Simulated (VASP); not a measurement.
# CuO (C2/c) in VASP: further runs

The runs below take CuO through single point, with PBEsol.

All numbers are computed with VASP 6.6.1; they aren't measurements. Logs are shortened: lines on timing, memory, paths and dates and some standing lists are left out, and cuts for length are marked.

## (1) The cell of the first run

The typed cell holds 4 atoms: a = 2.894 Å, b = 2.894 Å, c = 5.092 Å, α = 90.01°, β = 90.01°, γ = 89.77°.

## (2) Single point, PBEsol

File INCAR:

```
SYSTEM = CuO
ALGO = Normal
EDIFF = 1E-7
ENCUT = 520
GGA = PS
ISIF = 2
ISMEAR = 0
LASPH = .TRUE.
LCHARG = .TRUE.
LELF = .TRUE.
LREAL = .FALSE.
LVHAR = .TRUE.
LWAVE = .FALSE.
NBANDS = 25
NELM = 100
PREC = Accurate
SIGMA = 0.1
```

File KPOINTS:

```
k-points
0
G
  6 6 4
  0 0 0
```

File POSCAR:

```
CuO
1.0
    2.0443624084     -2.0423065835      0.1596126006
    2.0443624084      2.0423065835      0.1596126006
   -0.3973202511      0.0000000000      5.0764976935
Cu O
2 2
Direct
    0.0000000000      0.5000000000      0.0000000000
    0.5000000000      0.0000000000      0.5000000000
    0.5000411508      0.4999588492      0.2500000000
    0.4999588492      0.5000411508      0.7500000000
```

Potentials or basis: VASP PAW PBE potentials, release 64 (Cu, O).

Started as:

```console
cat potpaw_PBE.64/Cu/POTCAR potpaw_PBE.64/O/POTCAR > POTCAR
mpirun -np 1 vasp_std > vasp.out
```

OUTCAR:

```text
SYSTEM = CuO
   EDIFF = 1E-7
   ENCUT = 520
   GGA = PS
   ISIF = 2
   ISMEAR = 0
   LASPH = .TRUE.
   LREAL = .FALSE.
   NELM = 100
   PREC = Accurate

 ion  position               nearest neighbor table
   1  0.000  0.500  0.000-   3 1.93   4 1.93   4 1.93   3 1.93
   2  0.500  0.000  0.500-   4 1.93   3 1.93   4 1.93   3 1.93
   3  0.500  0.500  0.250-   2 1.93   1 1.93   2 1.93   1 1.93
   4  0.500  0.500  0.750-   1 1.93   2 1.93   2 1.93   1 1.93

  LATTYP: Found a base centered monoclinic cell.
 ALAT       =     4.1011675602
 B/A-ratio  =     0.9959634926
 C/A-ratio  =     1.2416031129
 COS(beta)  =    -0.0001909270

  Lattice vectors:

 A1 = (   2.0443624084,  -2.0423065835,   0.1596126006)
 A2 = (   2.0443624084,   2.0423065835,   0.1596126006)
 A3 = (  -0.3973202511,   0.0000000000,   5.0764976935)

Analysis of symmetry for initial positions (statically):
=====================================================================
 Subroutine PRICEL returns:
 Original cell was already a primitive cell.

 Routine SETGRP: Setting up the symmetry group for a
 base centered monoclinic supercell.

 Subroutine GETGRP returns: Found  4 space group operations
 (whereof  2 operations were pure point group operations)
 out of a pool of  4 trial point group operations.

The static configuration has the point symmetry S_2 .
 The point group associated with its full space group is C_2h.

Analysis of symmetry for dynamics (positions and initial velocities):
=====================================================================
 Subroutine PRICEL returns:
 Original cell was already a primitive cell.

 Routine SETGRP: Setting up the symmetry group for a
 base centered monoclinic supercell.

 Subroutine GETGRP returns: Found  4 space group operations
 (whereof  2 operations were pure point group operations)
 out of a pool of  4 trial point group operations.

The dynamic configuration has the point symmetry S_2 .
 The point group associated with its full space group is C_2h.

 Subroutine INISYM returns: Found  4 space group operations
 (whereof  2 operations are pure point group operations),
 and found     1 'primitive' translations

----------------------------------------------------------------------------------------

                                     Primitive cell

  volume of cell :      42.6500

  direct lattice vectors                    reciprocal lattice vectors
     2.044362408 -2.042306583  0.159612601     0.243089601 -0.244821225  0.019025798
     2.044362408  2.042306583  0.159612601     0.243089601  0.244821225  0.019025798
    -0.397320251  0.000000000  5.076497694    -0.015286194  0.000000000  0.195789803

  length of vectors
     2.894116449  2.894116449  5.092022409     0.345531428  0.345531428  0.196385628

  position of ions in fractional coordinates (direct lattice)
     0.000000000  0.500000000  0.000000000
     0.500000000  0.000000000  0.500000000
     0.500041151  0.499958849  0.250000000
     0.499958849  0.500041151  0.750000000

  ion indices of the primitive-cell ions
   primitive index   ion index
                 1           1
                 2           2
                 3           3
                 4           4

----------------------------------------------------------------------------------------

 KPOINTS: k-points

Automatic generation of k-mesh.
 Grid dimensions read from file:
 generate k-points for:    6    6    4

 Generating k-lattice:

  Cartesian coordinates                     Fractional coordinates (reciprocal lattice)
     0.040514934 -0.040803538  0.003170966     0.166666667 -0.000000000  0.000000000
     0.040514934  0.040803538  0.003170966    -0.000000000  0.166666667  0.000000000
    -0.003821548  0.000000000  0.048947451     0.000000000  0.000000000  0.250000000

  Length of vectors
     0.057588571  0.057588571  0.049096407

  Shift w.r.t. Gamma in fractional coordinates (k-lattice)
     0.000000000  0.000000000  0.000000000

 Subroutine IBZKPT returns following result:
 ===========================================

 Found     47 irreducible k-points:

 Following reciprocal coordinates:
            Coordinates               Weight
  0.000000  0.000000  0.000000      1.000000
  0.166667  0.000000 -0.000000      4.000000
  0.333333 -0.000000  0.000000      4.000000
  0.500000 -0.000000 -0.000000      2.000000
  0.166667  0.166667 -0.000000      2.000000
  0.333333  0.166667 -0.000000      4.000000
[... 16 lines left out ...]
 -0.333333  0.166667  0.250000      4.000000
 -0.166667  0.166667  0.250000      4.000000
 [... further k-points ...]
   k-points           NKPTS =     47   k-points in BZ     NKDIM =     47   number of bands    NBANDS=     25
   number of dos      NEDOS =    301   number of ions     NIONS =      4
   total plane-waves  NPLWV =  23040
   dimension x,y,z NGX =    24 NGY =   24 NGZ =   40
   dimension x,y,z NGXF=    48 NGYF=   48 NGZF=   80
   ions per type =               2   2
   NGX,Y,Z   is equivalent  to a cutoff of  13.79, 13.79, 13.06 a.u.
   NGXF,Y,Z  is equivalent  to a cutoff of  27.57, 27.57, 26.12 a.u.
 SYSTEM =  CuO
   PREC   = accura    normal or accurate (medium, high low for compatibility)
   ISTART =      0    job   : 0-new  1-cont  2-samecut
   ICHARG =      2    charge: 1-file 2-atom 10-const
   ISPIN  =      1    spin polarized calculation?
   LNONCOLLINEAR =      F non collinear calculations
   LSORBIT =      F    spin-orbit coupling
   LASPH  =      T    aspherical Exc in radial PAW
   ENCUT  =  520.0 eV  38.22 Ry    6.18 a.u.   5.38  5.38  9.47*2*pi/ulx,y,z
   NELM   =    100;   NELMIN=  2; NELMDL= -5     # of ELM steps
   EDIFF  = 0.1E-06   stopping-criterion for ELM
   LREAL  =      F    real-space projection
   EDIFFG = 0.1E-05   stopping-criterion for IOM
   NSW    =      0    number of steps for IOM
   IBRION =     -1    ionic relax: 0-MD 1-quasi-New 2-CG
   NFREE  =      0    steps in history (QN), initial steepest desc. (CG)
   ISIF   =      2    stress and relaxation
   ISYM   =      2    0-nonsym 1-usesym 2-fastsym
   POTIM  = 0.5000    time-step for ionic-motion
   TEBEG  =    0.0;   TEEND  =   0.0 temperature during run
   PSTRESS=    0.0 pullay stress
   NELECT =      34.0000    total number of electrons
   NUPDOWN=      -1.0000    fix difference up-down
   EMIN   =  10.00;   EMAX   =-10.00  energy-range for DOS
   EFERMI =   0.00;   METHOD = LEGACY
   ISMEAR =     0;   SIGMA  =   0.10  broadening in eV -4-tet -1-fermi 0-gaus
   EFERMI_NEDOS =   21; number of points for ismear=-14 and -15
   IALGO  =     38    algorithm
   IMIX   =      4    mixing-type and parameters
     AMIX     =   0.40;   BMIX     =  1.00
     AMIX_MAG =   1.60;   BMIX_MAG =  1.00
  volume/ion in A,a.u.               =      10.66        71.95
  Fermi-wavevector in a.u.,A,eV,Ry     =   1.517964  2.868537 31.350756  2.304216
  Thomas-Fermi vector in A             =   2.627149
   LORBIT       =      0    0 simple, 1 ext, 2 COOP (PROOUT), +10 PAW based schemes
   GGA     = PS    functional components
   LHFCALC =     F    Hartree Fock is set to
   AEXX    =    0.0000 exact exchange contribution
   IVDW    =     0    specifies the selected vdW correction
   LEPSILON=     F    determine dielectric tensor
   LRPA    =     F    only Hartree local field effects (RPA)
 non-spin polarized calculation
 Gauss-broadening in eV      SIGMA  =   0.10
  energy-cutoff  :      520.00
  volume of cell :       42.65
 maximum number of plane-waves:      1175
 NGX is ok and might be reduce to    24
   NGX = 11   NGY = 11   NGZ = 19

 number of electron      33.9999966 magnetization

 Free energy of the ion-electron system (eV)
  ---------------------------------------------------
  ext. energy  EPLUGINS =         0.00000000
  ---------------------------------------------------
  free energy    TOTEN  =       -21.49344332 eV

  energy without entropy =      -21.48464196  energy(sigma->0) =      -21.48904264

 E-fermi :   5.2380     XC(G=0): -11.8066

 val. band max:        5.2367418899   @ k =  -0.3333   0.1667   0.5000
 cond. band min:       5.2381705432   @ k =   0.1667   0.1667  -0.0000
 fundamental gap:      0.0014286533
 Fermi energy:         5.2379987768

 k-point     1 :       0.0000    0.0000    0.0000
  band No.  band energies     occupation
      1     -14.8640      2.00000
      2     -13.4296      2.00000
      3      -3.3448      2.00000
      4      -0.5039      2.00000
      5      -0.4951      2.00000
      6       1.2540      2.00000
[... 17 lines left out ...]
     24      19.8644      0.00000
     25      20.0693      0.00000

 k-point     2 :       0.1667    0.0000   -0.0000
  band No.  band energies     occupation
      1     -14.7105      2.00000
      2     -13.3842      2.00000
      3      -3.0880      2.00000
      4      -0.6290      2.00000
      5      -0.4260      2.00000
      6       0.0150      2.00000
[... 17 lines left out ...]
     24      20.1659      0.00000
     25      20.3038      0.00000

 k-point     3 :       0.3333   -0.0000    0.0000
  band No.  band energies     occupation
      1     -14.3796      2.00000
      2     -13.2924      2.00000
      3      -2.5222      2.00000
      4      -1.5877      2.00000
      5      -0.7384      2.00000
      6      -0.2722      2.00000
[... 17 lines left out ...]
     24      19.2034      0.00000
     25      20.2976      0.00000

 k-point     4 :       0.5000   -0.0000   -0.0000
  band No.  band energies     occupation
      1     -14.2001      2.00000
      2     -13.2452      2.00000
      3      -2.2751      2.00000
      4      -2.1882      2.00000
      5      -0.6835      2.00000
      6      -0.1913      2.00000
[... 17 lines left out ...]
     24      17.7783      0.00000
     25      20.0494      0.00000

 k-point     5 :       0.1667    0.1667   -0.0000
  band No.  band energies     occupation
      1     -14.5608      2.00000
      2     -13.3427      2.00000
      3      -2.8295      2.00000
      4      -0.5973      2.00000
      5      -0.4898      2.00000
      6      -0.0849      2.00000
[... 17 lines left out ...]
     24      17.7232      0.00000
     25      20.5381      0.00000

 k-point     6 :       0.3333    0.1667   -0.0000
  band No.  band energies     occupation
      1     -14.2379      2.00000
      2     -13.2573      2.00000
      3      -2.2543      2.00000
      4      -1.4816      2.00000
      5      -0.6326      2.00000
      6      -0.3567      2.00000
[... 17 lines left out ...]
     24      18.1772      0.00000
     25      19.9096      0.00000
[... 393 lines left out ...]
 k-point    21 :       0.3333    0.1667    0.2500
  band No.  band energies     occupation
      1     -14.1162      2.00000
      2     -13.4149      2.00000
      3      -1.9444      2.00000
      4      -1.3887      2.00000
      5      -0.7372      2.00000
      6      -0.4635      2.00000
[... 17 lines left out ...]
     24      18.2642      0.00000
     25      19.7447      0.00000

 k-point    22 :       0.5000    0.1667    0.2500
  band No.  band energies     occupation
      1     -13.9653      2.00000
      2     -13.3363      2.00000
      3      -1.9743      2.00000
      4      -1.6775      2.00000
      5      -0.6839      2.00000
      6      -0.6633      2.00000
[... 17 lines left out ...]
     24      18.5436      0.00000
     25      19.7820      0.00000

 k-point    23 :      -0.3333    0.1667    0.2500
  band No.  band energies     occupation
      1     -14.1152      2.00000
      2     -13.4142      2.00000
      3      -1.9427      2.00000
      4      -1.3911      2.00000
      5      -0.7450      2.00000
      6      -0.4628      2.00000
[... 17 lines left out ...]
     24      18.2317      0.00000
     25      19.7588      0.00000

 k-point    24 :      -0.1667    0.1667    0.2500
  band No.  band energies     occupation
      1     -14.4068      2.00000
      2     -13.5518      2.00000
      3      -2.3423      2.00000
      4      -0.8260      2.00000
      5      -0.4643      2.00000
      6       0.1266      2.00000
[... 17 lines left out ...]
     24      17.8204      0.00000
     25      20.0820      0.00000

 [... further k-points ...]
[... 5 lines left out ...]
  --------------------------------------------------------------------------------------
  -------------------------------------------------------------------------------------
  Total        0.1285524      0.1384194      0.3177282      0.0000000      0.0000000     -0.0137325
  in kB        4.8291634      5.1998243     11.9356916      0.0000000      0.0000000     -0.5158699
  external PRESSURE =       7.3215597 kB  Pullay stress =       0.0000000 kB

 VOLUME and BASIS-vectors are now :
 -----------------------------------------------------------------------------
  energy-cutoff  :      520.00
  volume of cell :       42.65
      direct lattice vectors                 reciprocal lattice vectors
     2.044362408 -2.042306583  0.159612601     0.243089601 -0.244821225  0.019025798
     2.044362408  2.042306583  0.159612601     0.243089601  0.244821225  0.019025798
    -0.397320251  0.000000000  5.076497694    -0.015286194  0.000000000  0.195789803

 POSITION                                       TOTAL-FORCE (eV/Angst)
 -----------------------------------------------------------------------------------
      1.02218      1.02115      0.07981        -0.000000      0.000000      0.000000
      0.82352     -1.02115      2.61806        -0.000000      0.000000      0.000000
      1.94503     -0.00017      1.42874        -0.000000     -0.000256     -0.000000
      1.74637      0.00017      3.96699         0.000000      0.000256      0.000000
 -----------------------------------------------------------------------------------
    total drift:                                0.000000     -0.000000     -0.000000

  FREE ENERGIE OF THE ION-ELECTRON SYSTEM (eV)
  ---------------------------------------------------
  free  energy   TOTEN  =       -21.4934433156 eV

  energy  without entropy=      -21.4846419597  energy(sigma->0) =      -21.48904264
```

Wall time 29 s (1 thread of Intel Xeon Platinum 8488C (Sapphire Rapids), shared host); peak memory 0.15 GiB.

What came out:

```
Free energy            : -21.4934 eV
Pressure               : 0.7 GPa
Band gap on the k mesh : zero (bands 17 and 18 overlap by 1.21 eV)
```

Caveat: the k points lie up to 0.36 Å⁻¹ apart, too coarse for converged energies and pressures of a metal; the PAW data sets were made with another functional, which shifts forces and pressure a little; semilocal functionals often make such compounds metallic where correlation or magnetic order opens a gap, which also shifts bond lengths. With open d or f shells a metallic result of PBEsol can be an artefact of self-interaction; +U or a hybrid may open a gap.

## (3) Single point, PBEsol

File INCAR:

```
SYSTEM = CuO
ALGO = Normal
EDIFF = 1E-7
ENCUT = 520
GGA = PS
ISIF = 2
ISMEAR = 0
LASPH = .True.
LCHARG = .True.
LELF = .True.
LREAL = .False.
LVHAR = .True.
LWAVE = .False.
NBANDS = 25
NELM = 80
PREC = Accurate
SIGMA = 0.1
```

File KPOINTS:

```
k-points
0
Gamma
  16 16 8
  0 0 0
```

POSCAR is that of step 2.

Potentials or basis: VASP PAW PBE potentials, release 64 (Cu, O).

Started as:

```console
cat potpaw_PBE.64/Cu/POTCAR potpaw_PBE.64/O/POTCAR > POTCAR
mpirun -np 1 vasp_std > vasp.out
```

Run time: 4.8 min. Hardware: 1 thread of Intel Xeon Platinum 8488C (Sapphire Rapids), shared host; peak memory 0.55 GiB.

It converged, with:

```
Free energy            : -21.4827 eV
Pressure               : 0.8 GPa
Band gap on the k mesh : zero (bands 17 and 18 overlap by 1.21 eV)
```

Stress tensor (GPa, compression positive):
```
 0.60  0.00 -0.03
 0.00  0.65  0.00
-0.03  0.00  1.07
```

Levels at points of the mesh, in eV from the Fermi level:
```csv
k point,band 13,band 14,band 15,band 16,band 17,band 18,band 19,band 20,band 21,band 22
"(0.00, 0.00, 0.00)",-2.53,-2.50,-2.41,-2.01,0.68,0.69,1.45,6.00,7.41,13.24
"(0.50, 0.00, 0.00)",-2.38,-1.99,-1.66,-1.58,0.22,0.46,3.50,5.94,6.54,10.95
"(0.50, 0.50, 0.00)",-2.46,-2.46,-1.66,-1.25,-1.25,1.17,1.87,7.13,9.92,9.99
"(0.00, 0.00, 0.50)",-2.40,-2.40,-1.63,-1.63,0.08,0.08,3.51,3.51,11.70,11.70
"(0.50, 0.00, 0.50)",-2.50,-2.47,-2.12,-1.91,-0.15,0.69,4.18,5.95,8.22,9.01
"(0.50, 0.50, 0.50)",-2.03,-2.03,-1.48,-1.48,-0.53,-0.53,3.81,3.81,10.81,10.81
```

Caveat: the PAW data sets were made with another functional, which shifts forces and pressure a little; semilocal functionals often make such compounds metallic where correlation or magnetic order opens a gap, which also shifts bond lengths. With open d or f shells a metallic result of PBEsol can be an artefact of self-interaction; +U or a hybrid may open a gap.
